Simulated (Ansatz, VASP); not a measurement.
Two plane-wave programs on BaS

Contents of INCAR:

```
SYSTEM = BaS
PREC = Accurate
ENCUT = 520
EDIFF = 1E-6
ISMEAR = -1
SIGMA = 0.02
LREAL = .FALSE.
LASPH = .TRUE.
NELM = 60
ALGO = Normal
ISIF = 2
LWAVE = .FALSE.
LCHARG = .TRUE.
GGA = PE
LELF = .TRUE.
LVHAR = .TRUE.
NBANDS = 24
```

KPOINTS

```
Automatic mesh
0
G
  6 6 4
  0 0 0
```

File POSCAR:

```
BaS
1.0
    5.3818557578      0.0269092788      0.0000000000
   -2.6676237599      4.6473691664      0.0000000000
    0.0000000000      0.0000000000      6.3833224162
Ba S
2 2
Direct
    0.3318520630      0.6667061756     -0.0625000000
    0.6681479370      0.3332938244      0.4375000000
    0.3323359411      0.6666707321      0.4375000000
    0.6676640589      0.3333292679      0.9375000000
```

Input for Ansatz:

```yaml
crystal:
  lattice:
    - [5.3818557578, 0.0269092788, 0.0]
    - [-2.6676237599, 4.6473691664, 0.0]
    - [0.0, 0.0, 6.3833224162]
  atoms:
    - { symbol: Ba, position: [0.331852063, 0.6667061756, -0.0625] }
    - { symbol: Ba, position: [0.668147937, 0.3332938244, 0.4375] }
    - { symbol: S, position: [0.3323359411, 0.6666707321, 0.4375] }
    - { symbol: S, position: [0.6676640589, 0.3333292679, 0.9375] }
kpoints:
  mp_grid: { grid: [6, 6, 4] }
  band_path:
    path:
      - [0.0, 0.0, 0.0]
      - [0.5, 0.0, 0.0]
      - [0.3333333333, 0.3333333333, 0.0]
      - [0.0, 0.0, 0.5]
      - [0.5, 0.0, 0.5]
      - [0.3333333333, 0.3333333333, 0.5]
      - [0.333333, 0.338542, 0.0]
    npoints: 1
hamiltonian:
  xc: pbe
scf:
  occupations: { method: fermi_dirac, width: 0.02 }
  n_extra_bands: 5
output:
  forces: true
  stress: true
  eigenvalues: true
```

Change from the starting cell: shear_xy strain +1.0%.

Alike in both runs: task single point; functional PBE; k mesh 6 × 6 × 4; occupations fermi-dirac, width 0.02 eV; no spin polarisation.

|  | VASP | Ansatz |
| --- | --- | --- |
| version | VASP 6.6.1 | Ansatz 0.2.0 |
| potentials or method | VASP PAW PBE potentials, release 64 (Ba_sv, S) | plane waves, PAW |
| plane-wave cutoff (eV) | 520 | 420 |
| valence electrons in the cell | 32 | 32 |

|  | VASP | Ansatz | Ansatz less VASP |
| --- | --- | --- | --- |
| gap on the k mesh at the Fermi level (eV) | 2.47 | 2.56 | +0.090 |
| pressure (GPa) | 0.5 | 0.0 | -0.45 |
| traceless stress, the component that is largest in VASP (GPa) | 0.07 | 0.00 | -0.073 |

Neither program's run includes spin-orbit coupling.
